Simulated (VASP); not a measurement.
# Re (P6_3/mmc) in VASP: single point with PBEsol

Aim: the single point of Re with PBEsol.

Program: VASP 6.6.1. These are calculated values, not measurements. Logs are shortened: lines on timing, memory, paths and dates and some standing lists are left out, and cuts for length are marked.

**1. The cell of the first run**

The structure is hexagonal, space group P6_3/mmc (No. 194). The conventional cell has a = 2.815 Å, b = 2.815 Å, c = 4.546 Å, α = 90.00°, β = 90.00°, γ = 120.00°. Within 3.7 Å of Re (site symmetry -6m2) lie 12 Re at 2.79 to 2.81 Å.

**2. Single point, PBEsol, non-collinear spin, zero start, spin-orbit coupling**

Contents of INCAR:

```
SYSTEM = Re
PREC = Accurate
ENCUT = 520
EDIFF = 1E-7
ISMEAR = -1
SIGMA = 0.05
LREAL = .FALSE.
LASPH = .TRUE.
NELM = 150
ALGO = Normal
ISIF = 2
LWAVE = .FALSE.
LCHARG = .TRUE.
MAGMOM = 0 0 0 0 0 0
LORBIT = 11
LSORBIT = .TRUE.
GGA_COMPAT = .FALSE.
LORBMOM = .TRUE.
LMAXMIX = 4
GGA = PS
LVHAR = .TRUE.
NBANDS = 26
```

Contents of KPOINTS:

```
Automatic mesh
0
G
  11 11 6
  0 0 0
```

Contents of POSCAR:

```
Re
1.0
    2.8149470801      0.0000000000      0.0000000000
   -1.4074735401      2.4378156817      0.0000000000
    0.0000000000      0.0000000000      4.5456378849
Re
2
Direct
    0.6666666667      0.3333333333      0.7500000000
    0.3333333333      0.6666666667      0.2500000000
```

Potentials or basis: VASP PAW PBE potentials, release 64 (Re).

Run with:

```
> cat potpaw_PBE.64/Re/POTCAR > POTCAR
> mpirun -np 1 vasp_ncl > vasp.out
```

OUTCAR:

```text
SYSTEM = Re
   PREC = Accurate
   ENCUT = 520
   EDIFF = 1E-7
   ISMEAR = -1
   LREAL = .FALSE.
   LASPH = .TRUE.
   NELM = 150
   ISIF = 2
   LORBIT = 11
   LSORBIT = .TRUE.
   GGA = PS

 ion  position               nearest neighbor table
   1  0.667  0.333  0.750-   2 2.79   2 2.79   2 2.79   2 2.79   2 2.79   2 2.79
   2  0.333  0.667  0.250-   1 2.79   1 2.79   1 2.79   1 2.79   1 2.79   1 2.79

  LATTYP: Found a hexagonal cell.
 ALAT       =     2.8149470801
 C/A-ratio  =     1.6148217908

  Lattice vectors:

 A1 = (   2.8149470801,   0.0000000000,   0.0000000000)
 A2 = (  -1.4074735401,   2.4378156817,   0.0000000000)
 A3 = (   0.0000000000,   0.0000000000,   4.5456378849)

Analysis of symmetry for initial positions (statically):
=====================================================================
 Subroutine PRICEL returns:
 Original cell was already a primitive cell.

 Routine SETGRP: Setting up the symmetry group for a
 hexagonal supercell.

 Subroutine GETGRP returns: Found 24 space group operations
 (whereof 12 operations were pure point group operations)
 out of a pool of 24 trial point group operations.

The static configuration has the point symmetry D_3d.
 The point group associated with its full space group is D_6h.

Analysis of symmetry for dynamics (positions and initial velocities):
=====================================================================
 Subroutine PRICEL returns:
 Original cell was already a primitive cell.

 Routine SETGRP: Setting up the symmetry group for a
 hexagonal supercell.

 Subroutine GETGRP returns: Found 24 space group operations
 (whereof 12 operations were pure point group operations)
 out of a pool of 24 trial point group operations.

The dynamic configuration has the point symmetry D_3d.
 The point group associated with its full space group is D_6h.

Analysis of structural, dynamic, and magnetic symmetry:
=====================================================================
 Subroutine PRICEL returns:
 Original cell was already a primitive cell.

 Routine SETGRP: Setting up the symmetry group for a
 hexagonal supercell.

 Subroutine GETGRP returns: Found 24 space group operations
 (whereof 12 operations were pure point group operations)
 out of a pool of 24 trial point group operations.

The overall configuration has the point symmetry D_3d.
 The point group associated with its full space group is D_6h.

 Subroutine INISYM returns: Found 24 space group operations
 (whereof 12 operations are pure point group operations),
 and found     1 'primitive' translations

----------------------------------------------------------------------------------------

                                     Primitive cell

  volume of cell :      31.1936

  direct lattice vectors                    reciprocal lattice vectors
     2.814947080  0.000000000  0.000000000     0.355246465  0.205101642  0.000000000
    -1.407473540  2.437815682  0.000000000     0.000000000  0.410203285  0.000000000
     0.000000000  0.000000000  4.545637885     0.000000000  0.000000000  0.219991127

  length of vectors
     2.814947080  2.814947080  4.545637885     0.410203285  0.410203285  0.219991127

  position of ions in fractional coordinates (direct lattice)
     0.666666667  0.333333333  0.750000000
     0.333333333  0.666666667  0.250000000

  ion indices of the primitive-cell ions
   primitive index   ion index
                 1           1
                 2           2

----------------------------------------------------------------------------------------

 KPOINTS: Automatic mesh

Automatic generation of k-mesh.
 Grid dimensions read from file:
 generate k-points for:   11   11    6

 Generating k-lattice:

  Cartesian coordinates                     Fractional coordinates (reciprocal lattice)
     0.032295133  0.018645604  0.000000000     0.090909091  0.000000000  0.000000000
     0.000000000  0.037291208  0.000000000     0.000000000  0.090909091  0.000000000
     0.000000000  0.000000000  0.036665188     0.000000000  0.000000000  0.166666667

  Length of vectors
     0.037291208  0.037291208  0.036665188

  Shift w.r.t. Gamma in fractional coordinates (k-lattice)
     0.000000000  0.000000000  0.000000000

 Subroutine IBZKPT returns following result:
 ===========================================

 Found     64 irreducible k-points:

 Following reciprocal coordinates:
            Coordinates               Weight
  0.000000  0.000000  0.000000      1.000000
  0.090909  0.000000  0.000000      6.000000
[... 47 lines left out ...]
   ISIF   =      2    stress and relaxation
   ISYM   =      2    0-nonsym 1-usesym 2-fastsym
   POTIM  = 0.5000    time-step for ionic-motion
   TEBEG  =    0.0;   TEEND  =   0.0 temperature during run
   PSTRESS=    0.0 pullay stress
   NELECT =      14.0000    total number of electrons
   NUPDOWN=      -1.0000    fix difference up-down
   EMIN   =  10.00;   EMAX   =-10.00  energy-range for DOS
   EFERMI =   0.00;   METHOD = LEGACY
   ISMEAR =    -1;   SIGMA  =   0.05  broadening in eV -4-tet -1-fermi 0-gaus
   EFERMI_NEDOS =   21; number of points for ismear=-14 and -15
   IALGO  =     38    algorithm
   IMIX   =      4    mixing-type and parameters
     AMIX     =   0.40;   BMIX     =  1.00
     AMIX_MAG =   1.60;   BMIX_MAG =  1.00
  volume/ion in A,a.u.               =      15.60       105.25
  Fermi-wavevector in a.u.,A,eV,Ry     =   1.253417  2.368614 21.375485  1.571054
  Thomas-Fermi vector in A             =   2.387271
   LORBIT       =     11    0 simple, 1 ext, 2 COOP (PROOUT), +10 PAW based schemes
   GGA     = PS    functional components
   LHFCALC =     F    Hartree Fock is set to
   AEXX    =    0.0000 exact exchange contribution
   IVDW    =     0    specifies the selected vdW correction
   LEPSILON=     F    determine dielectric tensor
   LRPA    =     F    only Hartree local field effects (RPA)
  energy-cutoff  :      520.00
  volume of cell :       31.19
 maximum number of plane-waves:      1704
 NGX is ok and might be reduce to    24
   NGX = 11   NGY = 11   NGZ = 17

 number of electron      14.0000000 magnetization      -0.0000000     -0.0000000     -0.0000000

 number of electron      14.0000000 magnetization       0.0000000      0.0000000      0.0000000

 number of electron      14.0000000 magnetization       0.0000000     -0.0000000     -0.0000000

 number of electron      14.0000000 magnetization       0.0000000     -0.0000000      0.0000000

 Free energy of the ion-electron system (eV)
  ---------------------------------------------------
  ext. energy  EPLUGINS =         0.00000000
  ---------------------------------------------------
  free energy    TOTEN  =       -27.25791871 eV

  energy without entropy =      -27.24241210  energy(sigma->0) =      -27.25016541

 E-fermi :   7.0423     XC(G=0): -13.5021

 val. band max:        7.0408447002   @ k =   0.3636   0.1818   0.3333
 cond. band min:       7.0593422733   @ k =   0.1818   0.0000   0.1667
 fundamental gap:      0.0184975732
 Fermi energy:         7.0423458628

 k-point     1 :       0.0000    0.0000    0.0000
  band No.  band energies     occupation
      1      -2.4735      1.00000
      2      -2.4735      1.00000
      3       0.7886      1.00000
      4       0.7886      1.00000
      5       5.2169      1.00000
      6       5.2169      1.00000
[... 685 lines left out ...]
     25      17.4479      0.00000
     26      17.4479      0.00000

 [... further k-points ...]

------------------------ aborting loop because EDIFF is reached ----------------------------------------

  FORCE on cell =-STRESS in cart. coord.  units (eV):
  Direction    XX          YY          ZZ          XY          YZ          ZX
  --------------------------------------------------------------------------------------
  -------------------------------------------------------------------------------------
  Total       -4.4020092     -4.4020092     -4.4786969      0.0000000     -0.0000000      0.0000000
  in kB     -226.0974143   -226.0974143   -230.0362709      0.0000000     -0.0000000      0.0000000
  external PRESSURE =    -227.4103665 kB  Pullay stress =       0.0000000 kB

 VOLUME and BASIS-vectors are now :
 -----------------------------------------------------------------------------
  energy-cutoff  :      520.00
  volume of cell :       31.19
      direct lattice vectors                 reciprocal lattice vectors
     2.814947080  0.000000000  0.000000000     0.355246465  0.205101642  0.000000000
    -1.407473540  2.437815682  0.000000000     0.000000000  0.410203285  0.000000000
     0.000000000  0.000000000  4.545637885     0.000000000  0.000000000  0.219991127

 POSITION                                       TOTAL-FORCE (eV/Angst)
 -----------------------------------------------------------------------------------
      1.40747      0.81261      3.40923         0.000000     -0.000000      0.000000
     -0.00000      1.62521      1.13641        -0.000000      0.000000      0.000000
 -----------------------------------------------------------------------------------
    total drift:                               -0.000000      0.000000     -0.000000

  FREE ENERGIE OF THE ION-ELECTRON SYSTEM (eV)
  ---------------------------------------------------
  free  energy   TOTEN  =       -27.2579187092 eV

  energy  without entropy=      -27.2424121017  energy(sigma->0) =      -27.25016541

 orbital moment (x)

 # of ion     p       d       tot
 ----------------------------------------
  1         0.000  -0.000  -0.000
  2         0.000  -0.000  -0.000
 ----------------------------------------
            0.000  -0.000  -0.000

 orbital moment (y)

 # of ion     p       d       tot
 ----------------------------------------
  1        -0.000   0.000   0.000
  2        -0.000   0.000   0.000
 ----------------------------------------
           -0.000   0.000   0.000

 orbital moment (z)

 # of ion     p       d       tot
 ----------------------------------------
  1         0.000   0.000   0.000
  2         0.000   0.000   0.000
 ----------------------------------------
            0.000   0.000   0.000

 Spin-Orbit-Coupling matrix elements

 Ion:    1  E_soc:     -0.6846906
 l=   1
     0.0000000    -0.0407125    -0.0399540
    -0.0407125     0.0000000    -0.0407125
    -0.0399540    -0.0407125     0.0000000
 l=   2
     0.0000000    -0.0142239     0.0000000    -0.0142239    -0.0593532
    -0.0142239     0.0000000    -0.0450718    -0.0145740    -0.0142239
     0.0000000    -0.0450718     0.0000000    -0.0450718     0.0000000
    -0.0142239    -0.0145740    -0.0450718     0.0000000    -0.0142239
    -0.0593532    -0.0142239     0.0000000    -0.0142239     0.0000000
 l=   3
     0.0000000     0.0000000     0.0000000     0.0000000     0.0000000     0.0000000     0.0000000
     0.0000000     0.0000000     0.0000000     0.0000000     0.0000000     0.0000000     0.0000000
     0.0000000     0.0000000     0.0000000     0.0000000     0.0000000     0.0000000     0.0000000
     0.0000000     0.0000000     0.0000000     0.0000000     0.0000000     0.0000000     0.0000000
     0.0000000     0.0000000     0.0000000     0.0000000     0.0000000     0.0000000     0.0000000
     0.0000000     0.0000000     0.0000000     0.0000000     0.0000000     0.0000000     0.0000000
     0.0000000     0.0000000     0.0000000     0.0000000     0.0000000     0.0000000     0.0000000

 Ion:    2  E_soc:     -0.6846906
 l=   1
     0.0000000    -0.0407125    -0.0399540
    -0.0407125     0.0000000    -0.0407125
    -0.0399540    -0.0407125     0.0000000
 l=   2
     0.0000000    -0.0142239     0.0000000    -0.0142239    -0.0593532
    -0.0142239     0.0000000    -0.0450718    -0.0145740    -0.0142239
     0.0000000    -0.0450718     0.0000000    -0.0450718     0.0000000
    -0.0142239    -0.0145740    -0.0450718     0.0000000    -0.0142239
    -0.0593532    -0.0142239     0.0000000    -0.0142239     0.0000000
 l=   3
     0.0000000     0.0000000     0.0000000     0.0000000     0.0000000     0.0000000     0.0000000
     0.0000000     0.0000000     0.0000000     0.0000000     0.0000000     0.0000000     0.0000000
     0.0000000     0.0000000     0.0000000     0.0000000     0.0000000     0.0000000     0.0000000
     0.0000000     0.0000000     0.0000000     0.0000000     0.0000000     0.0000000     0.0000000
     0.0000000     0.0000000     0.0000000     0.0000000     0.0000000     0.0000000     0.0000000
     0.0000000     0.0000000     0.0000000     0.0000000     0.0000000     0.0000000     0.0000000
     0.0000000     0.0000000     0.0000000     0.0000000     0.0000000     0.0000000     0.0000000

 total charge

# of ion       s       p       d       tot
------------------------------------------
    1        0.595   0.637   4.709   5.941
    2        0.595   0.637   4.709   5.941
--------------------------------------------------
tot          1.190   1.274   9.418  11.881

 magnetization (x)

# of ion       s       p       d       tot
------------------------------------------
    1        0.000   0.000   0.000   0.000
    2        0.000   0.000   0.000   0.000
--------------------------------------------------
tot          0.000   0.000   0.000   0.000

 magnetization (y)

# of ion       s       p       d       tot
------------------------------------------
    1       -0.000   0.000  -0.000  -0.000
    2       -0.000   0.000  -0.000   0.000
--------------------------------------------------
tot         -0.000   0.000  -0.000  -0.000

 magnetization (z)

# of ion       s       p       d       tot
------------------------------------------
    1        0.000   0.000   0.000   0.000
    2        0.000   0.000   0.000   0.000
--------------------------------------------------
tot          0.000   0.000   0.000   0.000
```

Wall time 89 s (1 thread of Oxide Virtual Turin-like, shared host); peak memory 0.24 GiB.

Results:

| Quantity | Value |
| --- | --- |
| Free energy | -27.2579 eV |
| Pressure | -22.7 GPa |
| Net moment | 0.00 μB per cell |
| Valence electrons inside the program's atomic spheres | Re 5.94 |

Moments on the atoms (μB; x, y, z):
```
Re  0.00 0.00 0.00
Re  0.00 0.00 0.00
```

Caveat: the PAW data sets were made with another functional, which shifts forces and pressure a little.
